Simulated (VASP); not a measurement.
# Be (P6_3/mmc) in VASP: settings compared, part 2 of 2

VASP 6.6.1. Earlier steps stand in the parts before.

## (3) Single point, PBE (volume scaled by 0.88)

The input, INCAR:

```
  PREC = Accurate
  ENCUT = 520
  EDIFF = 1E-7
  ISMEAR = -1
  SIGMA = 0.1
  LREAL = F
  LASPH = T
  NELM = 60
  ALGO = Normal
  ISIF = 2
  LWAVE = F
  LCHARG = F
  GGA = PE
  NBANDS = 9
```

The input, KPOINTS:

```
regular mesh
0
Gamma
  26 26 15
```

The input, POSCAR:

```
Be
1.0
    2.1711588596      0.0000000000      0.0000000000
   -1.0855794298      1.8802787281      0.0000000000
    0.0000000000      0.0000000000      3.4102486966
Be
2
Direct
    0.3333333333      0.6666666667      0.2500000000
    0.6666666667      0.3333333333      0.7500000000
```

Potentials or basis: VASP PAW PBE potentials, release 64 (Be).

Command:

```bash
cat potpaw_PBE.64/Be/POTCAR > POTCAR
mpirun -np 1 vasp_std > vasp.out
```

OUTCAR:

```text
PREC = Accurate
   ENCUT = 520
   EDIFF = 1E-7
   ISMEAR = -1
   LREAL = F
   LASPH = T
   NELM = 60
   ISIF = 2
   GGA = PE

 ion  position               nearest neighbor table
   1  0.333  0.667  0.250-   2 2.12   2 2.12   2 2.12   2 2.12   2 2.12   2 2.12
   2  0.667  0.333  0.750-   1 2.12   1 2.12   1 2.12   1 2.12   1 2.12   1 2.12

  LATTYP: Found a hexagonal cell.
 ALAT       =     2.1711588596
 C/A-ratio  =     1.5707043644

  Lattice vectors:

 A1 = (   2.1711588596,   0.0000000000,   0.0000000000)
 A2 = (  -1.0855794298,   1.8802787281,   0.0000000000)
 A3 = (   0.0000000000,   0.0000000000,   3.4102486966)

Analysis of symmetry for initial positions (statically):
=====================================================================
 Subroutine PRICEL returns:
 Original cell was already a primitive cell.

 Routine SETGRP: Setting up the symmetry group for a
 hexagonal supercell.

 Subroutine GETGRP returns: Found 24 space group operations
 (whereof 12 operations were pure point group operations)
 out of a pool of 24 trial point group operations.

The static configuration has the point symmetry D_3d.
[... 167 lines left out ...]
 Fermi energy:         8.1398828773

 k-point     1 :       0.0000    0.0000    0.0000
  band No.  band energies     occupation
      1      -3.9426      2.00000
      2       3.2245      2.00000
      3       9.7343      0.00000
      4      25.7306      0.00000
      5      25.7306      0.00000
      6      28.8545      0.00000
      7      28.8545      0.00000
      8      31.3590      0.00000
      9      37.3883      0.00000
[... 265 lines left out ...]
 k-point    24 :       0.3846    0.0385    0.0000
  band No.  band energies     occupation
      1       0.9339      2.00000
      2       6.8887      1.99999
      3       9.8037      0.00000
      4      15.1998      0.00000
      5      18.1188      0.00000
      6      18.1913      0.00000
      7      21.4127      0.00000
      8      27.0744      0.00000
      9      30.3575      0.00000

 [... further k-points ...]

------------------------ aborting loop because EDIFF is reached ----------------------------------------

  FORCE on cell =-STRESS in cart. coord.  units (eV):
  Direction    XX          YY          ZZ          XY          YZ          ZX
  --------------------------------------------------------------------------------------
  -------------------------------------------------------------------------------------
  Total        1.5938137      1.5938137      1.9416680      0.0000000      0.0000000      0.0000000
  in kB      183.4206658    183.4206658    223.4527299      0.0000000      0.0000000      0.0000000
  external PRESSURE =     196.7646872 kB  Pullay stress =       0.0000000 kB

 VOLUME and BASIS-vectors are now :
 -----------------------------------------------------------------------------
  energy-cutoff  :      520.00
  volume of cell :       13.92
      direct lattice vectors                 reciprocal lattice vectors
     2.171158860  0.000000000  0.000000000     0.460583525  0.265918022  0.000000000
    -1.085579430  1.880278728  0.000000000     0.000000000  0.531836044  0.000000000
     0.000000000  0.000000000  3.410248697     0.000000000  0.000000000  0.293233746

 POSITION                                       TOTAL-FORCE (eV/Angst)
 -----------------------------------------------------------------------------------
     -0.00000      1.25352      0.85256         0.000000      0.000000      0.000000
      1.08558      0.62676      2.55769        -0.000000     -0.000000      0.000000
 -----------------------------------------------------------------------------------
    total drift:                                0.000000     -0.000000      0.000000

  FREE ENERGIE OF THE ION-ELECTRON SYSTEM (eV)
  ---------------------------------------------------
  free  energy   TOTEN  =        -7.4304842415 eV

  energy  without entropy=       -7.4277583321  energy(sigma->0) =       -7.42912129
```

stdout:

```text
POSCAR found type information on POSCAR Be
 POSCAR found :  1 types and       2 ions
 scaLAPACK will be used
 LDA part: xc-table for (Slater+PW92), standard interpolation
 POSCAR, INCAR and KPOINTS ok, starting setup
 FFT: planning ... GRIDC
 FFT: planning ... GRID_SOFT
 FFT: planning ... GRID
 WAVECAR not read
 entering main loop
```

Run time: 38 s. Hardware: 1 thread of Intel Xeon Platinum 8488C (Sapphire Rapids), shared host; peak memory 0.16 GiB.

What came out:

```yaml
Free_energy: -7.4305 eV
Pressure: 19.7 GPa
Band_gap_on_the_k_mesh: zero (band 2 reaches 9.27 eV, above the bottom of band 3 at 7.43 eV)
```

## (4) Single point, PBE (volume scaled by 0.92)

The input, INCAR:

```
PREC     = Accurate       # precision mode
ENCUT    = 520            # plane-wave cutoff, eV
EDIFF    = 1E-6           # SCF threshold, eV
ISMEAR   = -1             # smearing method
SIGMA    = 0.1            # smearing width, eV
LREAL    = F              # projectors in reciprocal space
LASPH    = T              # aspherical terms in the spheres
NELM     = 100            # most SCF steps
ALGO     = Normal         # electronic algorithm
ISIF     = 2              # what is computed and relaxed
LWAVE    = F              # write WAVECAR
LCHARG   = F              # write CHGCAR
GGA      = PE             # functional
NBANDS   = 9              # bands
```

The input, KPOINTS:

```
Automatic mesh
0
Gamma
  26 26 15
```

The input, POSCAR:

```
Be
1.0
    2.2035689940      0.0000000000      0.0000000000
   -1.1017844970      1.9083467278      0.0000000000
    0.0000000000      0.0000000000      3.4611554361
Be
2
Direct
    0.3333333333      0.6666666667      0.2500000000
    0.6666666667      0.3333333333      0.7500000000
```

Command:

```bash
cat potpaw_PBE.64/Be/POTCAR > POTCAR
mpirun -np 1 vasp_std > vasp.out
```

Wall time 33 s (1 thread of Intel Xeon Platinum 8488C (Sapphire Rapids), shared host); peak memory 0.17 GiB.

The run converged. Its results:

| Item | Value |
| --- | --- |
| Free energy | -7.4925 eV |
| Pressure | 12.0 GPa |
| Band gap on the k mesh | zero (band 2 reaches 8.86 eV, above the bottom of band 3 at 7.07 eV) |

Stress tensor (GPa, compression positive):
```
11.01  0.00  0.00
 0.00 11.01  0.00
 0.00  0.00 13.92
```

Levels at points of the mesh, in eV from the Fermi level:
```csv
k point,band 1,band 2,band 3,band 4,band 5,band 6,band 7
"(0.00, 0.00, 0.00)",-11.85,-4.76,1.41,16.98,16.98,20.01,20.01
"(0.50, 0.00, 0.00)",-5.37,-3.26,3.81,6.77,7.32,9.93,10.79
```

## (5) Single point, PBE (volume scaled by 0.96)

The input, INCAR:

```
SYSTEM = Be
ALGO     = Normal         ! electronic algorithm
EDIFF    = 1E-7           ! SCF threshold, eV
ENCUT    = 520            ! plane-wave cutoff, eV
GGA      = PE             ! functional
ISIF     = 2              ! what is computed and relaxed
ISMEAR   = -1             ! smearing method
LASPH    = .TRUE.         ! aspherical terms in the spheres
LCHARG   = .TRUE.         ! write CHGCAR
LELF     = .TRUE.         ! ELF
LREAL    = .FALSE.        ! projectors in reciprocal space
LVHAR    = .TRUE.       
LWAVE    = .FALSE.        ! write WAVECAR
NBANDS   = 9              ! bands
NELM     = 60             ! most SCF steps
PREC     = Accurate       ! precision mode
SIGMA    = 0.1            ! smearing width, eV
```

The input, KPOINTS:

```
k-points
0
G
  26 26 15
  0 0 0
```

The input, POSCAR:

```
Be
1.0
    2.2350528047      0.0000000000      0.0000000000
   -1.1175264024      1.9356125076      0.0000000000
    0.0000000000      0.0000000000      3.5106071950
Be
2
Direct
    0.3333333333      0.6666666667      0.2500000000
    0.6666666667      0.3333333333      0.7500000000
```

Command:

```bash
cat potpaw_PBE.64/Be/POTCAR > POTCAR
mpirun -np 1 vasp_std > vasp.out
```

Run time: 58 s. Hardware: 1 thread of Intel Xeon Platinum 8488C (Sapphire Rapids), shared host; peak memory 0.17 GiB.

It converged, with:

- Free energy: -7.5268 eV
- Pressure: 5.5 GPa
- Band gap on the k mesh: zero (band 2 reaches 8.47 eV, above the bottom of band 3 at 6.73 eV)

Stress tensor (GPa, compression positive):
```
4.88 0.00 0.00
0.00 4.88 0.00
0.00 0.00 6.86
```

Levels at points of the mesh, in eV from the Fermi level:
```
           k point  band 1  band 2  band 3  band 4  band 5
(0.00, 0.00, 0.00)  -11.62   -4.61    1.24   16.41   16.41
(0.50, 0.00, 0.00)   -5.22   -3.23    3.69    6.60    7.01
```

## (6) Overview

| level | cell | k mesh | grid for exact exchange (PRECFOCK) | gap on the mesh (eV) | pressure (GPa) |
| --- | --- | --- | --- | --- | --- |
| PBE0 | a = 2.266, b = 2.266, c = 3.559 Å, angles 90.0, 90.0, 120.0°, 2 atoms | 8 × 8 × 5 | Normal | none | -0.7 |
| PBE | a = 2.171, b = 2.171, c = 3.410 Å, angles 90.0, 90.0, 120.0°, 2 atoms | 26 × 26 × 15 | - | none | 19.7 |
| PBE | a = 2.204, b = 2.204, c = 3.461 Å, angles 90.0, 90.0, 120.0°, 2 atoms | 26 × 26 × 15 | - | none | 12.0 |
| PBE | a = 2.235, b = 2.235, c = 3.511 Å, angles 90.0, 90.0, 120.0°, 2 atoms | 26 × 26 × 15 | - | none | 5.5 |

Alike in all rows: task single point; potentials or basis VASP PAW PBE potentials, release 64 (Be); no spin polarisation; cutoff (eV) 520; smearing fermi-dirac 0.1 eV.

Caveats: some runs use coarse meshes; the PAW data sets were made with another functional, which shifts forces and pressure a little (some runs).

Absolute energies hang on the potentials; compare differences alone.
